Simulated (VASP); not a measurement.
# TaN (P-6m2) in VASP: notebook

Runs on TaN. Level: r2SCAN. Tasks: relaxation of cell and atoms, single point.

Everything below comes from runs of VASP 6.6.1. Logs are shortened: lines on timing, memory, paths and dates and some standing lists are left out, and cuts for length are marked.

### 1 The cell of the first run

The structure is hexagonal, space group P-6m2 (No. 187). The conventional cell has a = 2.955 Å, b = 2.955 Å, c = 2.903 Å, α = 90.00°, β = 90.00°, γ = 120.00°. Ta (site symmetry -6m2) has 6 N at 2.24 Å and 8 Ta at 2.90 to 2.95 Å within 3.0 Å. Within 3.0 Å of N (site symmetry -6m2) lie 6 Ta at 2.24 Å and 8 N at 2.90 to 2.95 Å.

### 2 Relaxation of cell and atoms, r2SCAN, target pressure -2 GPa, at which the enthalpy is minimised

File POSCAR:

```
TaN
1.0
    2.9548343747      0.0000000000      0.0000000000
   -1.4774171873      2.5589616325      0.0000000000
    0.0000000000      0.0000000000      2.9029707254
Ta N
1 1
Direct
    0.3333333333      0.6666666667      0.5000000000
    0.0000000000      0.0000000000      0.0000000000
```

File INCAR.step1:

```
PREC = Accurate
ENCUT = 600
ISMEAR = 0
SIGMA = 0.1
LREAL = False
LASPH = True
NELM = 100
GGA = PE
ALGO = Normal
EDIFF = 1E-4
LWAVE = True
LCHARG = False
```

File INCAR.step2:

```
PREC = Accurate
ENCUT = 600
EDIFF = 1E-6
ISMEAR = 0
SIGMA = 0.1
LREAL = False
LASPH = True
NELM = 100
ALGO = Normal
ISIF = 3
LWAVE = False
LCHARG = False
METAGGA = R2SCAN
LMIXTAU = True
IBRION = 2
NSW = 70
EDIFFG = -0.008
PSTRESS = -20.0
ISTART = 1
```

File KPOINTS:

```
Automatic mesh
0
Gamma
  18 18 14
```

Potentials or basis: VASP PAW PBE potentials, release 64 (Ta_pv, N).

Started as:

```
$ cat potpaw_PBE.64/Ta_pv/POTCAR potpaw_PBE.64/N/POTCAR > POTCAR
$ cp INCAR.step1 INCAR
$ mpirun -np 1 vasp_std > vasp.out
$ cp INCAR.step2 INCAR
$ mpirun -np 1 vasp_std > vasp.out
```

OUTCAR:

```text
PREC = Accurate
   ENCUT = 600
   EDIFF = 1E-6
   ISMEAR = 0
   LREAL = False
   LASPH = True
   NELM = 100
   ISIF = 3
   METAGGA = R2SCAN
   IBRION = 2
   NSW = 70
   EDIFFG = -0.008
   PSTRESS = -20.0
   ISTART = 1

 ion  position               nearest neighbor table
   1  0.333  0.667  0.500-   2 2.24   2 2.24   2 2.24   2 2.24   2 2.24   2 2.24
   2  0.000  0.000  0.000-   1 2.24   1 2.24   1 2.24   1 2.24   1 2.24   1 2.24

  LATTYP: Found a hexagonal cell.
 ALAT       =     2.9548343747
 C/A-ratio  =     0.9824478659

  Lattice vectors:

 A1 = (   2.9548343747,   0.0000000000,   0.0000000000)
 A2 = (  -1.4774171873,   2.5589616325,   0.0000000000)
 A3 = (   0.0000000000,   0.0000000000,   2.9029707254)

Analysis of symmetry for initial positions (statically):
=====================================================================
 Subroutine PRICEL returns:
 Original cell was already a primitive cell.

 Routine SETGRP: Setting up the symmetry group for a
 hexagonal supercell.

 Subroutine GETGRP returns: Found 12 space group operations
 (whereof 12 operations were pure point group operations)
 out of a pool of 24 trial point group operations.

The static configuration has the point symmetry D_3h.

Analysis of symmetry for dynamics (positions and initial velocities):
=====================================================================
 Subroutine PRICEL returns:
 Original cell was already a primitive cell.

 Routine SETGRP: Setting up the symmetry group for a
 hexagonal supercell.

 Subroutine GETGRP returns: Found 12 space group operations
 (whereof 12 operations were pure point group operations)
 out of a pool of 24 trial point group operations.

The dynamic configuration has the point symmetry D_3h.

 Subroutine INISYM returns: Found 12 space group operations
 (whereof 12 operations are pure point group operations),
 and found     1 'primitive' translations

----------------------------------------------------------------------------------------

                                     Primitive cell

  volume of cell :      21.9503

  direct lattice vectors                    reciprocal lattice vectors
     2.954834375  0.000000000  0.000000000     0.338428444  0.195391753  0.000000000
    -1.477417187  2.558961632  0.000000000     0.000000000  0.390783507  0.000000000
     0.000000000  0.000000000  2.902970725     0.000000000  0.000000000  0.344474710

  length of vectors
     2.954834375  2.954834375  2.902970725     0.390783507  0.390783507  0.344474710

  position of ions in fractional coordinates (direct lattice)
     0.333333333  0.666666667  0.500000000
     0.000000000  0.000000000  0.000000000

  ion indices of the primitive-cell ions
   primitive index   ion index
                 1           1
                 2           2

----------------------------------------------------------------------------------------

 KPOINTS: Automatic mesh

Automatic generation of k-mesh.
 Grid dimensions read from file:
 generate k-points for:   18   18   14

 Generating k-lattice:

  Cartesian coordinates                     Fractional coordinates (reciprocal lattice)
     0.018801580  0.010855097  0.000000000     0.055555556  0.000000000  0.000000000
     0.000000000  0.021710195  0.000000000     0.000000000  0.055555556  0.000000000
     0.000000000  0.000000000  0.024605336     0.000000000  0.000000000  0.071428571

  Length of vectors
     0.021710195  0.021710195  0.024605336

  Shift w.r.t. Gamma in fractional coordinates (k-lattice)
     0.000000000  0.000000000  0.000000000

 Subroutine IBZKPT returns following result:
 ===========================================

 Found    296 irreducible k-points:

 Following reciprocal coordinates:
            Coordinates               Weight
  0.000000  0.000000  0.000000      1.000000
  0.055556  0.000000  0.000000      6.000000
  0.111111  0.000000  0.000000      6.000000
  0.166667  0.000000  0.000000      6.000000
  0.222222 -0.000000  0.000000      6.000000
  0.277778  0.000000  0.000000      6.000000
[... 16 lines left out ...]
  0.333333  0.111111  0.000000     12.000000
  0.388889  0.111111  0.000000     12.000000
 [... further k-points ...]
   k-points           NKPTS =    296   k-points in BZ     NKDIM =    296   number of bands    NBANDS=     12
   number of dos      NEDOS =    301   number of ions     NIONS =      2
   total plane-waves  NPLWV =  13824
   dimension x,y,z NGX =    24 NGY =   24 NGZ =   24
   dimension x,y,z NGXF=    48 NGYF=   48 NGZF=   48
   ions per type =               1   1
   NGX,Y,Z   is equivalent  to a cutoff of  13.50, 13.50, 13.74 a.u.
   NGXF,Y,Z  is equivalent  to a cutoff of  27.01, 27.01, 27.49 a.u.
 SYSTEM =  unknown system
   PREC   = accura    normal or accurate (medium, high low for compatibility)
   ISTART =      1    job   : 0-new  1-cont  2-samecut
   ICHARG =      0    charge: 1-file 2-atom 10-const
   ISPIN  =      1    spin polarized calculation?
   LNONCOLLINEAR =      F non collinear calculations
   LSORBIT =      F    spin-orbit coupling
   LASPH  =      T    aspherical Exc in radial PAW
   ENCUT  =  600.0 eV  44.10 Ry    6.64 a.u.   5.90  5.90  5.80*2*pi/ulx,y,z
   NELM   =    100;   NELMIN=  2; NELMDL=  0     # of ELM steps
   EDIFF  = 0.1E-05   stopping-criterion for ELM
   LREAL  =      F    real-space projection
   EDIFFG = -.8E-02   stopping-criterion for IOM
   NSW    =     70    number of steps for IOM
   IBRION =      2    ionic relax: 0-MD 1-quasi-New 2-CG
   NFREE  =      1    steps in history (QN), initial steepest desc. (CG)
   ISIF   =      3    stress and relaxation
   ISYM   =      2    0-nonsym 1-usesym 2-fastsym
   POTIM  = 0.5000    time-step for ionic-motion
   TEBEG  =    0.0;   TEEND  =   0.0 temperature during run
   PSTRESS=  -20.0 pullay stress
   NELECT =      16.0000    total number of electrons
   NUPDOWN=      -1.0000    fix difference up-down
   EMIN   =  10.00;   EMAX   =-10.00  energy-range for DOS
   EFERMI =   0.00;   METHOD = LEGACY
   ISMEAR =     0;   SIGMA  =   0.10  broadening in eV -4-tet -1-fermi 0-gaus
   EFERMI_NEDOS =   21; number of points for ismear=-14 and -15
   IALGO  =     38    algorithm
   IMIX   =      4    mixing-type and parameters
     AMIX     =   0.40;   BMIX     =  1.00
     AMIX_MAG =   1.60;   BMIX_MAG =  1.00
  volume/ion in A,a.u.               =      10.98        74.06
  Fermi-wavevector in a.u.,A,eV,Ry     =   1.473335  2.784200 29.534402  2.170717
  Thomas-Fermi vector in A             =   2.588241
   LORBIT       =      0    0 simple, 1 ext, 2 COOP (PROOUT), +10 PAW based schemes
   METAGGA = R2SCAN    functional components
   LHFCALC =     F    Hartree Fock is set to
   AEXX    =    0.0000 exact exchange contribution
   IVDW    =     0    specifies the selected vdW correction
   LEPSILON=     F    determine dielectric tensor
   LRPA    =     F    only Hartree local field effects (RPA)
 conjugate gradient relaxation of ions
 non-spin polarized calculation
 Gauss-broadening in eV      SIGMA  =   0.10
  energy-cutoff  :      600.00
  volume of cell :       21.95
 maximum number of plane-waves:       756
 NGX is ok and might be reduce to    24
   NGX = 11   NGY = 11   NGZ = 11

--------------------------------------- Ionic step        1  -------------------------------------------

 number of electron      16.0000001 magnetization

 Free energy of the ion-electron system (eV)
  ---------------------------------------------------
  ext. energy  EPLUGINS =         0.00000000
  ---------------------------------------------------
  free energy    TOTEN  =       -60.39199980 eV

  energy without entropy =      -60.39174894  energy(sigma->0) =      -60.39187437

------------------------ aborting loop because EDIFF is reached ----------------------------------------

  FORCE on cell =-STRESS in cart. coord.  units (eV):
  Direction    XX          YY          ZZ          XY          YZ          ZX
  --------------------------------------------------------------------------------------
  -------------------------------------------------------------------------------------
  Total       -0.6713488     -0.6713488     -0.7457525     -0.0000000      0.0000000      0.0000000
  in kB      -49.0026095    -49.0026095    -54.4334311     -0.0000000      0.0000000      0.0000000
  external PRESSURE =     -30.8128833 kB  Pullay stress =     -20.0000000 kB
[... 61 lines left out ...]
  enthalpy is  TOTEN    =       -60.6561749258 eV   P V=       -0.2657196330

--------------------------------------- Ionic step        3  -------------------------------------------

 number of electron      16.0000001 magnetization

 Free energy of the ion-electron system (eV)
  ---------------------------------------------------
  ext. energy  EPLUGINS =         0.00000000
  ---------------------------------------------------
  free energy    TOTEN  =       -60.39629789 eV

  energy without entropy =      -60.39604879  energy(sigma->0) =      -60.39617334

 E-fermi :   8.1177     XC(G=0): -14.2885

 val. band max:        8.0877904074   @ k =   0.0000   0.0000   0.4286
 cond. band min:       8.1473656147   @ k =   0.0556   0.0000   0.5000
 fundamental gap:      0.0595752073
 Fermi energy:         8.1176780596

 k-point     1 :       0.0000    0.0000    0.0000
  band No.  band energies     occupation
      1     -28.0529      2.00000
      2     -27.7955      2.00000
      3     -27.7955      2.00000
      4     -10.6157      2.00000
      5       3.3390      2.00000
      6       3.3390      2.00000
      7       3.7655      2.00000
      8       4.9812      2.00000
      9      10.5376      0.00000
     10      11.8229      0.00000
     11      11.8229      0.00000
     12      12.2912      0.00000
[... 331 lines left out ...]
 k-point    24 :       0.3889    0.1111    0.0000
  band No.  band energies     occupation
      1     -28.7672      2.00000
      2     -28.0997      2.00000
      3     -27.9106      2.00000
      4      -8.3628      2.00000
      5      -0.2272      2.00000
      6       2.7663      2.00000
      7       3.6767      2.00000
      8       5.7145      2.00000
      9      10.6055      0.00000
     10      11.2518      0.00000
     11      12.7971      0.00000
     12      14.4281      0.00000

 [... further k-points ...]

------------------------ aborting loop because EDIFF is reached ----------------------------------------

  FORCE on cell =-STRESS in cart. coord.  units (eV):
  Direction    XX          YY          ZZ          XY          YZ          ZX
  --------------------------------------------------------------------------------------
  -------------------------------------------------------------------------------------
  Total       -0.2815947     -0.2815947     -0.2635443     -0.0000000      0.0000000      0.0000000
  in kB      -20.7357788    -20.7357788    -19.4066081     -0.0000000      0.0000000      0.0000000
  external PRESSURE =      -0.2927219 kB  Pullay stress =     -20.0000000 kB
[... 17 lines left out ...]
  FREE ENERGIE OF THE ION-ELECTRON SYSTEM (eV)
  ---------------------------------------------------
  free  energy   TOTEN  =       -60.3962978900 eV

  energy  without entropy=      -60.3960487888  energy(sigma->0) =      -60.39617334

  enthalpy is  TOTEN    =       -60.6679005665 eV   P V=       -0.2716026765

 reached required accuracy - stopping structural energy minimisation
```

It took 4 min on 1 thread of Intel Xeon 6975P-C (Granite Rapids), shared host; peak memory 0.24 GiB.

What came out:

```
Free energy                                                : -60.3963 eV
Relaxed volume                                             : 10.88 Å³/atom
Relaxed cell                                               : a = 2.947 Å, b = 2.947 Å, c = 2.893 Å, α = 90.00°, β = 90.00°, γ = 120.00°
Space group after relaxing (to 0.1 Å)                      : P-6m2 (No. 187)
Energy change on relaxing (the run minimises the enthalpy) : -2.1 meV/atom
Ionic steps                                                : 3
Pressure after relaxing                                    : -2.0 GPa
Band gap on the k mesh                                     : zero (bands 8 and 9 overlap by 0.25 eV)
```

The path:
```csv
step,energy change (eV),largest force (eV/Å),pressure (GPa),volume (Å³)
1,0.0000,0.0000,-5.08,21.95
2,0.0015,0.0000,6.08,21.29
3,-0.0043,0.0000,-2.03,21.76
```

Final structure:
```
Ta N
1.0
     2.94668    0.00000    0.00000
    -1.47334    2.55190    0.00000
     0.00000    0.00000    2.89346
Ta N
1 1
Direct
  0.33333 0.66667 0.50000
  0.00000 0.00000 0.00000
```

Caveat: the cell is relaxed towards a set pressure, so the run minimises the enthalpy, not the energy; the PAW data sets were made with another functional, which shifts forces and pressure a little; spin-orbit coupling is left out, which moves the levels of the heavy elements.

(Continued in part 2 of 2.)
